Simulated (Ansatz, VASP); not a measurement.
## HfO2: VASP and Ansatz over several settings

```xyz
6
Lattice="3.5580 0.0000 0.0000 0.0000 3.5580 0.0000 0.0000 0.0000 5.1719" Properties=species:S:1:pos:R:3 pbc="T T T"
Hf    0.0000    0.0000    0.0000
Hf    1.7790    1.7790    2.5859
O     0.0000    1.7790    1.0199
O     1.7790    0.0000    1.5660
O     1.7790    0.0000    4.1519
O     0.0000    1.7790    3.6059
```

Single points on this cell with VASP 6.6.1 and Ansatz 0.2.0. Each row is one pair of runs. Alike in all rows: spin: off; k mesh: 8 × 8 × 5; smearing: fermi-dirac, width 0.05 eV; VASP's potentials, cutoff: VASP PAW PBE potentials, release 64 (Hf_pv, O), 520 eV.

| level | Ansatz's potentials, cutoff | gap on the k mesh at the Fermi level (eV), VASP | gap on the k mesh at the Fermi level (eV), Ansatz | least direct gap on the mesh (eV), VASP | least direct gap on the mesh (eV), Ansatz | pressure (GPa), VASP | pressure (GPa), Ansatz |
| --- | --- | --- | --- | --- | --- | --- | --- |
| PBE | Ansatz PAW, 420 eV | 4.76 | ? | 4.83 | ? | 6.5 | ? |
| PBE | Ansatz PAW earlier set, 900 eV | 4.76 | 4.77 | 4.83 | 4.83 | 6.5 | 10.1 |
| PBE | JTH PAW, 1380 eV | 4.76 | 4.77 | 4.83 | 4.84 | 6.5 | 7.3 |
| PBE | SPMS NC, 1034 eV | 4.76 | 4.81 | 4.83 | 4.88 | 6.5 | 7.6 |
| PBE | PseudoDojo standard (PBE files), 1143 eV | 4.76 | 4.81 | 4.83 | 4.88 | 6.5 | 7.4 |
| PBE | PseudoDojo stringent (PBE files), 1796 eV | 4.76 | 4.78 | 4.83 | 4.84 | 6.5 | 9.2 |
| PBE | Ansatz NC, 1240 eV | 4.76 | 4.77 | 4.83 | 4.84 | 6.5 | 10.0 |

Fill in what Ansatz gave in row 1.

gap on the k mesh at the Fermi level (eV): 4.78; least direct gap on the mesh (eV): 4.84; pressure (GPa): 10.0.

VASP's potentials hold 44 valence electrons a cell and Ansatz's 76; VASP's potentials hold 44 valence electrons a cell and Ansatz's 48, so a difference there can come from the potentials and not from the codes.

Neither program's run includes spin-orbit coupling. Noted on Ansatz's runs: odd divisions of the mesh miss points on the zone boundary, where band edges often lie, so the gap on the mesh can be too wide.
